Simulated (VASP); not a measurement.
# P (P1) in VASP: a series of runs, part 2 of 2

VASP 6.6.1. Earlier steps stand in the parts before.

### Step 4. Single point, PBEsol

INCAR

```
SYSTEM = P
ALGO     = Normal         ! electronic algorithm
EDIFF    = 1E-6           ! SCF threshold, eV
ENCUT    = 400            ! plane-wave cutoff, eV
GGA      = PS             ! functional
GGA_COMPAT= .False.      
ISIF     = 2              ! what is computed and relaxed
ISMEAR   = -1             ! smearing method
ISYM     = -1           
LASPH    = .True.         ! aspherical terms in the spheres
LCHARG   = .False.        ! write CHGCAR
LREAL    = Auto         
LWAVE    = .False.        ! write WAVECAR
NBANDS   = 54             ! bands
NELM     = 120            ! most SCF steps
PREC     = Accurate       ! precision mode
SIGMA    = 0.1034         ! smearing width, eV
```

KPOINTS

```
explicit points
4
Reciprocal
  0.25000000   0.25000000   0.25000000 2
  0.25000000   0.25000000   0.75000000 2
  0.25000000   0.75000000   0.25000000 2
  0.25000000   0.75000000   0.75000000 2
```

POSCAR

```
P
1.0
   -3.4968693850     -6.0567554423      0.0000000000
    3.4968693850     -6.0567554423      0.0000000000
    0.0000000000     -4.0378369615      6.3417294704
P
16
Direct
    0.4381304808      0.3557922610      0.3534912693
    0.4080301563      0.4061338888      0.8402547010
    0.3835334691      0.8802071531      0.3988831456
    0.4510863690      0.9048533890      0.8165630565
    0.9181635831      0.3853641575      0.3641405725
    0.8951950904      0.3628515010      0.9106560012
    0.9011909259      0.8745842701      0.3320745563
    0.9356589393      0.9219821345      0.8370640887
    0.1339878584      0.1864802394      0.1437388656
    0.1872564951      0.1152998470      0.6617977035
    0.1722321728      0.5815860383      0.1713641373
    0.1349003346      0.6570785457      0.6848329025
    0.6763304007      0.1307306685      0.1341167270
    0.6906778966      0.1314302426      0.6279007988
    0.5914915845      0.6444909904      0.1946011740
    0.6972441980      0.6664334962      0.6430110302
```

Potentials or basis: VASP PAW PBE potentials, release 64 (P).

The run is started by

```console
$ cat potpaw_PBE.64/P/POTCAR > POTCAR
$ mpirun -np 1 vasp_std > vasp.out
```

OUTCAR:

```text
SYSTEM = P
   EDIFF = 1E-6
   ENCUT = 400
   GGA = PS
   ISIF = 2
   ISMEAR = -1
   ISYM = -1
   LASPH = .True.
   LREAL = Auto
   NELM = 120
   PREC = Accurate

 ion  position               nearest neighbor table
   1  0.438  0.356  0.353-  13 2.28  11 2.29  15 2.32  10 2.61  14 2.73
   2  0.408  0.406  0.840-  12 2.22  14 2.50   9 2.62  11 2.72  16 2.83  13 2.90
   3  0.384  0.880  0.399-  15 2.25  12 2.49  10 2.60   9 2.62  13 2.79  16 2.89
   4  0.451  0.905  0.817-  16 2.12  10 2.15  14 2.38  15 2.89
   5  0.918  0.385  0.364-   9 2.16  11 2.31  14 2.50  15 2.56  16 2.90  10 2.92
[... 380 lines left out ...]
  Total       -4.4296156     -0.4366992     -7.1523401     -2.8530483     -0.1078301      1.6895788
  in kB      -26.4191882     -2.6045686    -42.6581073    -17.0161990     -0.6431223     10.0770144
  external PRESSURE =     -23.8939547 kB  Pullay stress =       0.0000000 kB

 VOLUME and BASIS-vectors are now :
 -----------------------------------------------------------------------------
  energy-cutoff  :      400.00
  volume of cell :      268.63
      direct lattice vectors                 reciprocal lattice vectors
    -3.496869385 -6.056755442  0.000000000    -0.142985037 -0.082552450 -0.052561897
     3.496869385 -6.056755442  0.000000000     0.142985037 -0.082552450 -0.052561897
     0.000000000 -4.037836962  6.341729470     0.000000000  0.000000000  0.157685692

 POSITION                                       TOTAL-FORCE (eV/Angst)
 -----------------------------------------------------------------------------------
     -0.28793     -6.23594      2.24175         0.508819     -0.279148     -0.084005
     -0.00663     -8.32400      5.32867        -0.450866     -0.026436      0.248500
      1.73680     -9.26479      2.52961         0.314345      0.783823     -0.510901
      1.58676    -11.50974      5.17842        -0.164066     -0.642787      1.302516
     -1.86313     -9.36549      2.30928         0.972530      0.475397     -0.222970
     -1.86154    -11.29676      5.77513        -0.189367     -0.283856     -0.957310
[... 8 lines left out ...]
      0.18533     -8.27181      1.23411        -1.313541     -0.913015      0.018021
     -0.10774    -10.85584      4.07780        -0.780575      1.759560     -0.135671
 -----------------------------------------------------------------------------------
    total drift:                                0.001752      0.000652      0.001093

  FREE ENERGIE OF THE ION-ELECTRON SYSTEM (eV)
  ---------------------------------------------------
  free  energy   TOTEN  =       -89.6081262800 eV

  energy  without entropy=      -89.4497487051  energy(sigma->0) =      -89.52893749
```

OSZICAR:

```text
N       E                     dE             d eps       ncg     rms          rms(c)
DAV:   1     0.253751758120E+03    0.25375E+03   -0.29214E+04   432   0.105E+03
DAV:   2    -0.668294224483E+02   -0.32058E+03   -0.30179E+03   538   0.190E+02
DAV:   3    -0.895532803472E+02   -0.22724E+02   -0.21981E+02   552   0.483E+01
DAV:   4    -0.900873467613E+02   -0.53407E+00   -0.52846E+00   560   0.833E+00
DAV:   5    -0.901005052355E+02   -0.13158E-01   -0.13135E-01   544   0.119E+00    0.189E+01
DAV:   6    -0.897377193004E+02    0.36279E+00   -0.31447E-01   520   0.209E+00    0.111E+01
DAV:   7    -0.896111244437E+02    0.12659E+00   -0.41359E-01   512   0.214E+00    0.672E-01
DAV:   8    -0.896086672596E+02    0.24572E-02   -0.50304E-02   504   0.854E-01    0.604E-01
DAV:   9    -0.896082976000E+02    0.36966E-03   -0.41257E-03   544   0.209E-01    0.363E-01
DAV:  10    -0.896081416507E+02    0.15595E-03   -0.67000E-04   528   0.913E-02    0.134E-01
DAV:  11    -0.896081230553E+02    0.18595E-04   -0.31648E-04   528   0.656E-02    0.355E-02
DAV:  12    -0.896081254952E+02   -0.24399E-05   -0.68289E-05   512   0.290E-02    0.263E-02
DAV:  13    -0.896081262800E+02   -0.78483E-06   -0.79606E-06   528   0.908E-03
   1 F= -.89608126E+02 E0= -.89528937E+02  d E =-.158378E+00
```

stdout:

```text
POSCAR found type information on POSCAR P
 POSCAR found :  1 types and      16 ions
 scaLAPACK will be used
 -----------------------------------------------------------------------------
|                                                                             |
|                                                                             |
|     You enforced a specific xc type in the INCAR file but a different       |
|     I HOPE YOU KNOW WHAT YOU ARE DOING!                                     |
|                                                                             |
 -----------------------------------------------------------------------------

 LDA part: xc-table for (Slater+PW92), standard interpolation
 POSCAR, INCAR and KPOINTS ok, starting setup
 FFT: planning ... GRIDC
 FFT: planning ... GRID_SOFT
 FFT: planning ... GRID
 WAVECAR not read
 entering main loop
```

Run time: 44 s. Hardware: 1 thread of Intel Xeon 6975P-C (Granite Rapids), shared host; peak memory 0.3 GiB.

Results:

```yaml
Free_energy: -89.6081 eV
Pressure: -2.4 GPa
Largest_force: 1.930 eV/Å
Band_gap_on_the_k_mesh: zero (bands 40 and 41 overlap by 0.28 eV)
```

Forces in eV/Å, atoms in the order of the input:
```
P    0.509 -0.279 -0.084
P   -0.451 -0.026  0.248
P    0.314  0.784 -0.511
P   -0.164 -0.643  1.303
P    0.973  0.475 -0.223
P   -0.189 -0.284 -0.957
P   -0.596 -1.503  0.411
P    0.241  0.719  0.697
P   -1.583  0.342 -0.008
P    1.732  0.155 -0.310
P    1.031 -0.668 -0.078
P   -1.247  0.031 -1.094
P    0.587  0.437  0.037
P    0.938 -0.387  0.686
P   -1.314 -0.913  0.018
P   -0.781  1.760 -0.136
```

Caveat: the atoms stand as in a frame of molecular dynamics; the PAW data sets were made with another functional, which shifts forces and pressure a little.

### Step 5. The runs side by side

```tsv
cell	gap on the mesh (eV)	pressure (GPa)	largest force (eV/Å)
as given, atomic positions A	none	-6.4	2.32
as given, atomic positions B	none	-6.2	2.07
as given, atomic positions C	none	-2.4	1.93
```

Alike in all rows: task single point; level PBEsol; potentials or basis VASP PAW PBE potentials, release 64 (P); no spin polarisation; k mesh 2 × 2 × 2, shifted; cutoff (eV) 400; smearing fermi-dirac 0.1034 eV.

Caveats: the atoms stand as in a frame of molecular dynamics; the PAW data sets were made with another functional, which shifts forces and pressure a little; the cell stands under tension (at least some runs); the stress differs along the axes, from -10 to -4 GPa (at least some runs).

Absolute energies hang on the potentials; compare differences alone.
